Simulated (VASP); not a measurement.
# Al3SiNO (P2/m) in VASP: further runs

The runs below take Al3SiNO through relaxation of cell and atoms, single point, with PBE.

Program: VASP 6.6.1. These are calculated values, not measurements. Logs are shortened: lines on timing, memory, paths and dates and some standing lists are left out, and cuts for length are marked.

**1. The cell of the first run**

It takes space group P2/m (No. 10, monoclinic). Conventional cell: a = 5.341 Å, b = 2.810 Å, c = 6.502 Å, α = 90.00°, β = 114.23°, γ = 90.00°. Within 2.2 Å of Al (site symmetry m) lie 1 O at 1.69 Å and 2 N at 1.91 Å. Al (site symmetry 2/m) has 2 Si at 2.67 Å and 6 Al at 2.81 to 3.65 Å and 2 N at 3.25 Å and 4 O at 3.54 Å within 3.7 Å. Within 3.6 Å of Si (site symmetry 2/m) lie 6 Al at 2.67 to 2.71 Å and 2 Si at 2.81 Å and 2 N at 3.25 Å and 4 O at 3.54 Å. Within 2.5 Å of N (site symmetry 2/m) lie 4 Al at 1.91 Å. Within 2.2 Å of O (site symmetry 2/m) lie 2 Al at 1.69 Å.

The cell was built from a structure type or drawn by symmetry, and may not be a known phase.

**2. Relaxation of cell and atoms, PBE**

File INCAR:

```
SYSTEM = Al3SiNO
ALGO     = Normal         ! electronic algorithm
EDIFF    = 1E-6           ! SCF threshold, eV
EDIFFG   = -0.04          ! ionic threshold
ENCUT    = 600            ! plane-wave cutoff, eV
GGA      = PE             ! functional
IBRION   = 2              ! ionic algorithm
ISIF     = 3              ! what is computed and relaxed
ISMEAR   = 0              ! smearing method
LASPH    = .TRUE.         ! aspherical terms in the spheres
LCHARG   = .FALSE.        ! write CHGCAR
LREAL    = .FALSE.        ! projectors in reciprocal space
LWAVE    = .FALSE.        ! write WAVECAR
NELM     = 100            ! most SCF steps
NSW      = 90             ! ionic steps
PREC     = Accurate       ! precision mode
SIGMA    = 0.1            ! smearing width, eV
```

File KPOINTS:

```
k-points
0
G
  4 6 4
  0 0 0
```

File POSCAR:

```
Al3SiNO
1.0
    5.3411234006      0.0000000000      0.0000000000
    0.0000000000      2.8099112776      0.0000000000
   -2.6681554416      0.0000000000      5.9296813688
Al Si N O
3 1 1 1
Direct
    0.6527030970      0.0000000000      0.8895932814
    0.3472969030      0.0000000000      0.1104067186
    0.0000000000      0.5000000000      0.5000000000
    0.5000000000      0.5000000000      0.5000000000
    0.5000000000      0.5000000000      0.0000000000
    0.0000000000      0.0000000000      0.0000000000
```

Potentials or basis: VASP PAW PBE potentials, release 64 (Al, Si, N, O).

On the command line:

```sh
> cat potpaw_PBE.64/Al/POTCAR potpaw_PBE.64/Si/POTCAR potpaw_PBE.64/N/POTCAR potpaw_PBE.64/O/POTCAR > POTCAR
> mpirun -np 1 vasp_std > vasp.out
```

OUTCAR:

```text
SYSTEM = Al3SiNO
   EDIFF = 1E-6
   EDIFFG = -0.04
   ENCUT = 600
   GGA = PE
   IBRION = 2
   ISIF = 3
   ISMEAR = 0
   LASPH = .TRUE.
   LREAL = .FALSE.
   NELM = 100
   NSW = 90
   PREC = Accurate

 ion  position               nearest neighbor table
   1  0.653  0.000  0.890-   6 1.69   5 1.91   5 1.91   2 2.58   4 2.71   4 2.71
   2  0.347  0.000  0.110-   6 1.69   5 1.91   5 1.91   1 2.58   4 2.71   4 2.71
   3  0.000  0.500  0.500-   4 2.67   4 2.67
   4  0.500  0.500  0.500-   3 2.67   3 2.67   1 2.71   1 2.71   2 2.71   2 2.71
   5  0.500  0.500  0.000-   1 1.91   2 1.91   1 1.91   2 1.91
   6  0.000  0.000  0.000-   1 1.69   2 1.69

  LATTYP: Found a simple monoclinic cell.
 ALAT       =     5.3411234006
 B/A-ratio  =     0.5260899378
 C/A-ratio  =     1.2174069425
 COS(beta)  =    -0.4103389484

  Lattice vectors:

 A1 = (   5.3411234006,   0.0000000000,   0.0000000000)
 A2 = (   0.0000000000,   2.8099112776,   0.0000000000)
 A3 = (  -2.6681554416,   0.0000000000,   5.9296813688)

Analysis of symmetry for initial positions (statically):
=====================================================================
 Subroutine PRICEL returns:
 Original cell was already a primitive cell.

 Routine SETGRP: Setting up the symmetry group for a
 simple monoclinic supercell.

 Subroutine GETGRP returns: Found  4 space group operations
 (whereof  4 operations were pure point group operations)
 out of a pool of  4 trial point group operations.

The static configuration has the point symmetry C_2h.

Analysis of symmetry for dynamics (positions and initial velocities):
=====================================================================
 Subroutine PRICEL returns:
 Original cell was already a primitive cell.

 Routine SETGRP: Setting up the symmetry group for a
 simple monoclinic supercell.

 Subroutine GETGRP returns: Found  4 space group operations
 (whereof  4 operations were pure point group operations)
 out of a pool of  4 trial point group operations.

The dynamic configuration has the point symmetry C_2h.

 Subroutine INISYM returns: Found  4 space group operations
 (whereof  4 operations are pure point group operations),
 and found     1 'primitive' translations

----------------------------------------------------------------------------------------

                                     Primitive cell

  volume of cell :      88.9931

  direct lattice vectors                    reciprocal lattice vectors
     5.341123401  0.000000000  0.000000000     0.187226530  0.000000000  0.084245586
     0.000000000  2.809911278  0.000000000     0.000000000  0.355883123  0.000000000
    -2.668155442  0.000000000  5.929681369     0.000000000  0.000000000  0.168643126

  length of vectors
[... 103 lines left out ...]
   EMIN   =  10.00;   EMAX   =-10.00  energy-range for DOS
   EFERMI =   0.00;   METHOD = LEGACY
   ISMEAR =     0;   SIGMA  =   0.10  broadening in eV -4-tet -1-fermi 0-gaus
   EFERMI_NEDOS =   21; number of points for ismear=-14 and -15
   IALGO  =     38    algorithm
   IMIX   =      4    mixing-type and parameters
     AMIX     =   0.40;   BMIX     =  1.00
     AMIX_MAG =   1.60;   BMIX_MAG =  1.00
  volume/ion in A,a.u.               =      14.83       100.09
  Fermi-wavevector in a.u.,A,eV,Ry     =   1.057693  1.998750 15.221041  1.118715
  Thomas-Fermi vector in A             =   2.192975
   LORBIT       =      0    0 simple, 1 ext, 2 COOP (PROOUT), +10 PAW based schemes
   GGA     = PE    functional components
   LHFCALC =     F    Hartree Fock is set to
   AEXX    =    0.0000 exact exchange contribution
   IVDW    =     0    specifies the selected vdW correction
   LEPSILON=     F    determine dielectric tensor
   LRPA    =     F    only Hartree local field effects (RPA)
 conjugate gradient relaxation of ions
 non-spin polarized calculation
 Gauss-broadening in eV      SIGMA  =   0.10
  energy-cutoff  :      600.00
  volume of cell :       88.99
 maximum number of plane-waves:      2996
 NGX is ok and might be reduce to    48
   NGX = 21   NGY = 11   NGZ = 25

 number of electron      24.0000003 magnetization

 Free energy of the ion-electron system (eV)
  ---------------------------------------------------
  ext. energy  EPLUGINS =         0.00000000
  ---------------------------------------------------
  free energy    TOTEN  =       -34.54052362 eV

  energy without entropy =      -34.53766015  energy(sigma->0) =      -34.53909189

 E-fermi :   5.8267     XC(G=0):  -9.8585

 val. band max:        5.7893399099   @ k =   0.0000   0.5000   0.5000
 cond. band min:       5.8643628578   @ k =  -0.2500   0.5000   0.2500
 fundamental gap:      0.0750229478
 Fermi energy:         5.8267354642

 k-point     1 :       0.0000    0.0000    0.0000
  band No.  band energies     occupation
      1     -12.6104      2.00000
      2      -9.7386      2.00000
      3      -3.8893      2.00000
      4      -2.2786      2.00000
      5       0.0369      2.00000
      6       1.1719      2.00000
[... 433 lines left out ...]
      3      -2.0893      2.00000
      4      -1.0963      2.00000
      5       0.0489      2.00000
      6       0.8907      2.00000
[... 8 lines left out ...]
     15       8.8117      0.00000
     16       9.1374      0.00000

 [... further k-points ...]

------------------------ aborting loop because EDIFF is reached ----------------------------------------

  FORCE on cell =-STRESS in cart. coord.  units (eV):
  Direction    XX          YY          ZZ          XY          YZ          ZX
  --------------------------------------------------------------------------------------
  -------------------------------------------------------------------------------------
  Total        0.0111212     -0.1012055     -0.1061364      0.0000000      0.0000000      0.0374076
  in kB        0.2002185     -1.8220401     -1.9108135      0.0000000      0.0000000      0.6734636
  external PRESSURE =      -1.1775450 kB  Pullay stress =       0.0000000 kB

 VOLUME and BASIS-vectors are now :
 -----------------------------------------------------------------------------
  energy-cutoff  :      600.00
  volume of cell :       88.99
      direct lattice vectors                 reciprocal lattice vectors
     5.341123401  0.000000000  0.000000000     0.187226530  0.000000000  0.084245586
     0.000000000  2.809911278  0.000000000     0.000000000  0.355883123  0.000000000
    -2.668155442  0.000000000  5.929681369     0.000000000  0.000000000  0.168643126

 POSITION                                       TOTAL-FORCE (eV/Angst)
 -----------------------------------------------------------------------------------
      1.11259      0.00000      5.27500        -0.027345      0.000000      0.003628
      1.56037      0.00000      0.65468         0.027345     -0.000000     -0.003628
     -1.33408      1.40496      2.96484         0.000000      0.000000      0.000000
      1.33648      1.40496      2.96484         0.000000      0.000000      0.000000
      2.67056      1.40496      0.00000         0.000000      0.000000      0.000000
      0.00000      0.00000      0.00000         0.000000      0.000000      0.000000
 -----------------------------------------------------------------------------------
    total drift:                               -0.000000     -0.000000      0.000000

  FREE ENERGIE OF THE ION-ELECTRON SYSTEM (eV)
  ---------------------------------------------------
  free  energy   TOTEN  =       -34.5405236230 eV

  energy  without entropy=      -34.5376601531  energy(sigma->0) =      -34.53909189

 reached required accuracy - stopping structural energy minimisation
```

OSZICAR:

```text
N       E                     dE             d eps       ncg     rms          rms(c)
DAV:   1     0.923236494215E+02    0.92324E+02   -0.10990E+04  1280   0.143E+03
DAV:   2    -0.313930042729E+02   -0.12372E+03   -0.12122E+03  1776   0.224E+02
DAV:   3    -0.401869392807E+02   -0.87939E+01   -0.87676E+01  1520   0.698E+01
DAV:   4    -0.402790471355E+02   -0.92108E-01   -0.92054E-01  1744   0.775E+00
DAV:   5    -0.402803024148E+02   -0.12553E-02   -0.12553E-02  1632   0.829E-01    0.132E+01
DAV:   6    -0.346150799603E+02    0.56652E+01   -0.28727E+01  1608   0.393E+01    0.509E+00
DAV:   7    -0.346013102746E+02    0.13770E-01   -0.12770E+00  1544   0.815E+00    0.292E+00
DAV:   8    -0.345487165158E+02    0.52594E-01   -0.24479E-01  1672   0.393E+00    0.636E-01
DAV:   9    -0.345399693551E+02    0.87472E-02   -0.67063E-02  1744   0.182E+00    0.250E-01
DAV:  10    -0.345403436368E+02   -0.37428E-03   -0.61897E-03  1472   0.559E-01    0.163E-01
DAV:  11    -0.345404837124E+02   -0.14008E-03   -0.85173E-04  1768   0.224E-01    0.697E-02
DAV:  12    -0.345405357617E+02   -0.52049E-04   -0.23081E-04  1608   0.102E-01    0.230E-02
DAV:  13    -0.345405231357E+02    0.12626E-04   -0.83123E-05  1592   0.629E-02    0.369E-03
DAV:  14    -0.345405236230E+02   -0.48732E-06   -0.62237E-06  1384   0.187E-02
   1 F= -.34540524E+02 E0= -.34539092E+02  d E =-.345405E+02
```

Run time: 24 s. Hardware: 1 thread of Intel Xeon 6975P-C (Granite Rapids), shared host; peak memory 0.28 GiB.

Results:

| Quantity | Value |
| --- | --- |
| Free energy | -34.5405 eV |
| Pressure after relaxing | -0.1 GPa |
| Largest force after relaxing | 0.028 eV/Å |
| Band gap on the k mesh | zero (bands 12 and 13 overlap by 3.14 eV) |

Forces on the atoms (eV/Å):
```
Al  -0.027  0.000  0.004
Al   0.027  0.000 -0.004
Al   0.000  0.000  0.000
Si   0.000  0.000  0.000
N    0.000  0.000  0.000
O    0.000  0.000  0.000
```

Final structure:
```yaml
crystal:
  lattice:
    - [5.34112, 0.00000, 0.00000]
    - [0.00000, 2.80991, 0.00000]
    - [-2.66816, 0.00000, 5.92968]
  atoms:
    - { symbol: Al, position: [0.65270, 0.00000, 0.88959] }
    - { symbol: Al, position: [0.34730, 0.00000, 0.11041] }
    - { symbol: Al, position: [0.00000, 0.50000, 0.50000] }
    - { symbol: Si, position: [0.50000, 0.50000, 0.50000] }
    - { symbol: N, position: [0.50000, 0.50000, 0.00000] }
    - { symbol: O, position: [0.00000, 0.00000, 0.00000] }
```

Levels at points of the mesh, in eV from the Fermi level:
| k point | band 10 | band 11 | band 12 | band 13 | band 14 | band 15 |
| --- | --- | --- | --- | --- | --- | --- |
| (0.00, 0.00, 0.00) | -1.50 | -1.24 | -1.00 | 1.84 | 2.43 | 2.92 |
| (0.50, 0.00, 0.00) | -1.47 | -1.33 | 0.58 | 1.56 | 1.59 | 3.92 |
| (0.00, 0.50, 0.00) | -2.57 | -0.59 | -0.14 | 0.36 | 0.47 | 0.90 |
| (0.50, 0.50, 0.00) | -2.31 | -1.86 | -1.40 | 0.38 | 1.13 | 3.18 |
| (0.00, 0.00, 0.50) | -2.50 | -2.16 | -1.24 | 0.90 | 4.81 | 4.98 |
| (0.50, 0.00, 0.50) | -2.03 | -1.34 | 1.27 | 1.57 | 1.90 | 4.53 |
| (0.00, 0.50, 0.50) | -1.92 | -0.84 | -0.14 | -0.04 | 0.81 | 1.01 |
| (0.50, 0.50, 0.50) | -2.77 | -1.54 | -1.29 | -0.92 | 1.92 | 3.18 |

Caveat: the k points lie up to 0.37 Å⁻¹ apart in the final cell, too coarse for converged energies and pressures of a metal; the relaxation stopped at its first step, so nothing moved.

**3. Relaxation of cell and atoms, PBE**

This run uses another cell than the first one, of 15.82 Å³/atom.

File INCAR:

```
ALGO = Normal
EDIFF = 1E-7
EDIFFG = -0.04
ENCUT = 600
GGA = PE
IBRION = 2
ISIF = 3
ISMEAR = 0
LASPH = True
LCHARG = False
LREAL = False
LWAVE = False
NELM = 60
NSW = 90
PREC = Accurate
SIGMA = 0.1
```

File KPOINTS:

```
k-points
0
Gamma
  4 6 4
```

File POSCAR:

```
Al3SiNO
1.0
    5.4308005303      0.0000000000      0.0000000000
    0.0000000000      2.7416775962      0.0000000000
   -2.5278997325      0.0000000000      6.3736864304
Al Si N O
3 1 1 1
Direct
    0.6659769185      0.0000000000      0.9071010358
    0.3340230815      0.0000000000      0.0928989642
    0.5000000000      0.5000000000      0.5000000000
    0.0000000000      0.5000000000      0.5000000000
    0.5000000000      0.5000000000      0.0000000000
    0.0000000000      0.0000000000      0.0000000000
```

Potentials or basis: VASP PAW PBE potentials, release 64 (Al, Si, N, O).

On the command line:

```sh
> cat potpaw_PBE.64/Al/POTCAR potpaw_PBE.64/Si/POTCAR potpaw_PBE.64/N/POTCAR potpaw_PBE.64/O/POTCAR > POTCAR
> mpirun -np 1 vasp_std > vasp.out
```

Wall time 24 min (1 thread of Intel Xeon 6975P-C (Granite Rapids), shared host); peak memory 0.31 GiB.

The run converged. Its results:

* Free energy: -34.3078 eV
* Relaxed volume: 14.64 Å³/atom
* Relaxed cell: a = 5.286 Å, b = 2.805 Å, c = 9.542 Å, α = 90.00°, β = 141.65°, γ = 90.00°
* Space group after relaxing (to 0.1 Å): P2/m (No. 10)
* Energy gained by relaxing: 153.6 meV/atom
* Ionic steps: 81
* Pressure after relaxing: -0.1 GPa
* Largest force after relaxing: 0.020 eV/Å
* Band gap on the k mesh: zero (bands 12 and 13 overlap by 2.89 eV)

Forces in eV/Å, atoms in the order of the input:
```
Al   0.010  0.000  0.017
Al  -0.010  0.000 -0.017
Al   0.000  0.000  0.000
Si   0.000  0.000  0.000
N    0.000  0.000  0.000
O    0.000  0.000  0.000
```

Stress tensor (GPa, compression positive):
```
 0.01  0.00  0.06
 0.00 -0.16  0.00
 0.06  0.00 -0.19
```

Step by step:
```tsv
step	energy change (eV)	largest force (eV/Å)	pressure (GPa)	volume (Å³)
1	0.0000	0.1303	0.67	94.90
4	-0.0791	0.5441	-1.25	96.23
7	-0.0979	0.1348	-0.37	94.94
10	-0.1028	0.0102	0.51	93.94
13	-0.1583	0.2299	0.50	91.82
16	-0.2251	0.2343	1.66	87.79
19	-0.2250	0.3071	1.99	85.80
22	-0.2342	0.1987	0.78	86.55
25	-0.2446	0.1899	0.48	87.05
28	-0.2521	0.1653	-0.21	87.80
31	-0.2577	0.0273	0.29	87.52
34	-0.2609	0.1701	-0.30	88.02
37	-0.2685	0.0821	-0.03	88.36
40	-0.2717	0.0552	0.05	88.64
43	-0.2740	0.1127	-0.53	89.03
46	-0.2834	0.1972	0.21	87.67
49	-0.3158	0.5501	1.95	85.30
52	-0.3198	0.5962	2.63	84.40
55	-0.3215	0.5793	2.67	84.26
58	-0.3231	0.5590	2.70	84.15
61	-0.3471	0.5405	2.49	84.29
64	-0.5179	0.3330	0.98	85.24
67	-0.6229	0.2815	0.25	85.84
70	-0.7621	1.1509	1.39	86.56
73	-0.8816	0.4006	-0.79	88.23
76	-0.9121	0.0557	0.34	87.12
79	-0.9210	0.0638	-0.07	87.70
81	-0.9213	0.0201	-0.11	87.81
```

Final structure:
```xyz
6
Lattice="4.7811 0.0000 -2.2557 0.0000 2.8052 0.0000 -4.2411 0.0000 8.5481" Properties=species:S:1:pos:R:3 pbc="T T T"
Al   -1.1540    0.0000    6.3563
Al    1.6939    0.0000   -0.0639
Al    0.2700    1.4026    3.1462
Si   -2.1206    1.4026    4.2741
N     2.3905    1.4026   -1.1278
O     0.0000    0.0000    0.0000
```

Levels at points of the mesh, in eV from the Fermi level:
| k point | band 8 | band 9 | band 10 | band 11 | band 12 | band 13 | band 14 | band 15 | band 16 |
| --- | --- | --- | --- | --- | --- | --- | --- | --- | --- |
| (0.00, 0.00, 0.00) | -3.47 | -2.70 | -1.75 | -1.50 | -0.93 | 1.54 | 2.32 | 2.92 | 5.77 |
| (0.50, 0.00, 0.00) | -3.96 | -2.62 | -2.50 | -1.61 | 0.77 | 1.54 | 1.98 | 4.39 | 5.24 |
| (0.00, 0.50, 0.00) | -4.26 | -3.23 | -2.70 | -0.93 | -0.20 | 0.32 | 0.38 | 1.05 | 2.80 |
| (0.50, 0.50, 0.00) | -3.26 | -3.26 | -3.00 | -1.56 | -1.28 | -1.06 | 1.56 | 3.37 | 4.09 |
| (0.00, 0.00, 0.50) | -3.80 | -3.38 | -2.70 | -2.30 | -1.50 | 0.91 | 4.12 | 5.32 | 5.43 |
| (0.50, 0.00, 0.50) | -3.79 | -2.62 | -1.61 | -1.33 | 0.70 | 1.48 | 1.52 | 3.88 | 5.98 |
| (0.00, 0.50, 0.50) | -4.35 | -2.79 | -1.92 | -0.84 | -0.63 | -0.04 | 0.72 | 0.84 | 2.67 |
| (0.50, 0.50, 0.50) | -4.23 | -2.72 | -2.49 | -1.89 | -1.71 | 0.02 | 1.18 | 2.77 | 3.83 |

Caveat: the k points lie up to 0.37 Å⁻¹ apart in the final cell, too coarse for converged energies and pressures of a metal; a cell axis changed by over 15 % at a fixed basis, so the end point is rough.

**4. Single point, PBE**

This run uses another cell than the first one, of 14.86 Å³/atom.

File INCAR:

```
  PREC = Accurate
  ENCUT = 520
  EDIFF = 1E-7
  ISMEAR = 0
  SIGMA = 0.1
  LREAL = F
  LASPH = T
  NELM = 80
  ALGO = Normal
  ISIF = 2
  LWAVE = F
  LCHARG = F
  GGA = PE
  NBANDS = 21
```

File KPOINTS:

```
regular mesh
0
Gamma
  8 14 6
```

File POSCAR:

```
Al3SiNO
1.0
    5.3153205915      0.0000000000     -0.0090825566
    0.0000000000      2.8283989888      0.0000000000
   -2.6653490584      0.0000000000      5.9367422502
Al Si N O
3 1 1 1
Direct
    0.6514538046      0.0000000000      0.8886543584
    0.3485461954      0.0000000000      0.1113456416
    0.0000000000      0.5000000000      0.5000000000
    0.5000000000      0.5000000000      0.5000000000
    0.5000000000      0.5000000000      0.0000000000
    0.0000000000      0.0000000000      0.0000000000
```

On the command line:

```sh
> cat potpaw_PBE.64/Al/POTCAR potpaw_PBE.64/Si/POTCAR potpaw_PBE.64/N/POTCAR potpaw_PBE.64/O/POTCAR > POTCAR
> mpirun -np 1 vasp_std > vasp.out
```

Wall time 2.1 min (1 thread of Intel Xeon 6975P-C (Granite Rapids), shared host); peak memory 0.48 GiB.

It converged, with:

```yaml
Free_energy: -34.4258 eV
Pressure: -0.1 GPa
Largest_force: 0.041 eV/Å
Band_gap_on_the_k_mesh: zero (bands 12 and 13 overlap by 2.87 eV)
```

Forces on the atoms (eV/Å):
```
Al  -0.041  0.000 -0.002
Al   0.041  0.000  0.002
Al   0.000  0.000  0.000
Si   0.000  0.000  0.000
N    0.000  0.000  0.000
O    0.000  0.000  0.000
```

Stress tensor (GPa, compression positive):
```
 0.09  0.00  0.11
 0.00 -0.13  0.00
 0.11  0.00 -0.13
```

Levels at points of the mesh, in eV from the Fermi level:
```tsv
k point	band 9	band 10	band 11	band 12	band 13	band 14	band 15	band 16
(0.00, 0.00, 0.00)	-2.48	-1.38	-1.17	-0.88	1.99	2.58	3.01	5.62
(0.50, 0.00, 0.00)	-2.41	-1.36	-1.26	0.67	1.75	1.76	4.08	6.25
(0.00, 0.50, 0.00)	-2.87	-2.47	-0.55	0.01	0.44	0.53	0.97	3.44
(0.50, 0.50, 0.00)	-2.27	-2.19	-1.78	-1.31	0.47	1.20	3.26	3.74
(0.00, 0.00, 0.50)	-3.18	-2.47	-2.00	-1.17	1.05	4.96	5.06	5.84
(0.50, 0.00, 0.50)	-2.41	-1.90	-1.27	1.41	1.75	2.06	4.70	5.33
(0.00, 0.50, 0.50)	-2.35	-1.83	-0.81	-0.06	0.11	0.90	1.08	3.03
(0.50, 0.50, 0.50)	-2.86	-2.76	-1.42	-1.20	-0.83	2.01	3.24	4.51
```

**5. Overview**

```tsv
task	cell	k mesh	cutoff (eV)	gap on the mesh (eV)	pressure (GPa)	largest force (eV/Å)
relaxation of cell and atoms	relaxed from a = 5.341, b = 2.810, c = 6.502 Å, angles 90.0, 114.2, 90.0°, 6 atoms, atomic positions A	4 × 6 × 4	600	none	-0.1	0.03
relaxation of cell and atoms	relaxed from a = 5.431, b = 2.742, c = 6.857 Å, angles 90.0, 111.6, 90.0°, 6 atoms, atomic positions B	4 × 6 × 4	600	none	-0.1	0.02
single point	a = 5.315, b = 2.828, c = 6.508 Å, angles 90.0, 114.3, 90.0°, 6 atoms, atomic positions A	8 × 14 × 6	520	none	-0.1	0.04
```

Alike in all rows: level PBE; potentials or basis VASP PAW PBE potentials, release 64 (Al, Si, N, O); no spin polarisation; smearing gaussian 0.1 eV.

Caveats: some runs use coarse meshes; the relaxation stopped at its first step, so nothing moved (at least some runs); a cell axis changed by over 15 % at a fixed basis, so the end point is rough (at least some runs).

Absolute energies hang on the potentials; compare differences alone.
